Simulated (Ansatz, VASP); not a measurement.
PbS in VASP and in Ansatz

The input POSCAR:

```
PbS
1.0
    2.1073236274     -6.0701387548      0.0000000000
    2.1073236274      6.0701387548      0.0000000000
    0.0000000000      0.0000000000      4.3356342523
Pb S
2 2
Direct
    0.8694366500      0.1305633500      0.7500000000
    0.1305633500      0.8694366500      0.2500000000
    0.6452029100      0.3547970900      0.7500000000
    0.3547970900      0.6452029100      0.2500000000
```

File INCAR.step1:

```
SYSTEM = PbS
PREC = Accurate ; ENCUT = 520
ISMEAR = -1 ; SIGMA = 0.02
LREAL = .False. ; LASPH = .True.
NELM = 100 ; NBANDS = 28
GGA = PE ; ALGO = Normal
EDIFF = 1E-4 ; LWAVE = .True.
LCHARG = .False.
```

The input INCAR.step2:

```
SYSTEM = PbS
PREC = Accurate ; ENCUT = 520
EDIFF = 1E-6 ; ISMEAR = -1
SIGMA = 0.02 ; LREAL = .False.
LASPH = .True. ; NELM = 100
ALGO = Normal ; ISIF = 2
LWAVE = .False. ; LCHARG = .True.
METAGGA = R2SCAN ; LMIXTAU = .True.
LELF = .True. ; LVHAR = .True.
NBANDS = 28 ; ISTART = 1
```

File KPOINTS:

```
Automatic mesh
0
Gamma
  4 4 4
  0 0 0
```

Input for Ansatz:

```yaml
crystal:
  lattice:
    - [2.1073236273745737, -6.0701387547873, 0.0]
    - [2.1073236273745737, 6.0701387547873, 0.0]
    - [0.0, 0.0, 4.3356342523256]
  atoms:
    - { symbol: Pb, position: [0.86943665, 0.13056335, 0.75] }
    - { symbol: Pb, position: [0.13056335, 0.86943665, 0.25] }
    - { symbol: S, position: [0.64520291, 0.35479709, 0.75] }
    - { symbol: S, position: [0.35479709, 0.64520291, 0.25] }
basis:
  ecutwfc: 500.0
kpoints:
  mp_grid:
    grid: [4, 4, 4]
hamiltonian:
  xc: r2scan
scf:
  occupations:
    method: fermi_dirac
    width: 0.02
output:
  stress: true
```

Alike in both runs: task single point; functional r2SCAN; k mesh 4 × 4 × 4; occupations fermi-dirac, width 0.02 eV; no spin polarisation.

|  | VASP | Ansatz |
| --- | --- | --- |
| version | VASP 6.6.1 | Ansatz 0.2.0 |
| potentials or method | VASP PAW PBE potentials, release 64 (Pb_d, S), cutoff 520 eV | plane waves, PAW |
| valence electrons in the cell | 40 | 40 |

|  | VASP | Ansatz | Ansatz less VASP |
| --- | --- | --- | --- |
| pressure (GPa) | -2.1 | -2.1 | 0.00 |
| traceless stress, the component that is largest in VASP (GPa) | -0.12 | -0.12 | -0.004 |

VASP's potentials were made for PBE, not for r2SCAN. The functional is the same, so the differences come from potentials, cutoffs and numerics.

Spin-orbit coupling is off throughout.
